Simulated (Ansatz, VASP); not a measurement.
## One calculation of Ag, two programs

```xyz
1
Lattice="-1.6143 1.6143 1.7384 1.6143 -1.6143 1.7384 1.6143 1.6143 -1.7384" Properties=species:S:1:pos:R:3 pbc="T T T"
Ag    0.0000    0.0000    0.0000
```

Change from the starting cell: strain -0.025 along x and y, +0.050 along z, atoms carried along.

Alike in both runs: task single point; functional PBEsol; k mesh 20 × 20 × 20; occupations gaussian, width 0.15 eV; no spin polarisation.

|  | VASP | Ansatz |
| --- | --- | --- |
| version | VASP 6.6.1 | Ansatz 0.2.0 |
| potentials or method | VASP PAW PBE potentials, release 64 (Ag), cutoff 520 eV | scalar-relativistic, plane waves, PAW |
| valence electrons in the cell | 11 | 19 |

```tsv
	VASP	Ansatz	Ansatz less VASP
gap on the k mesh at the Fermi level (eV)	none	none	-
pressure (GPa)	-7.3	-7.2	+0.12
traceless stress, the component that is largest in VASP (GPa)	0.77	0.78	+0.009
```

VASP's potentials were made for PBE, not for PBEsol. A gap of «none» marks a metal or a gap that the smearing closes. VASP's potentials hold 11 valence electrons a cell and Ansatz's 19, so a difference there can come from the potentials and not from the codes.
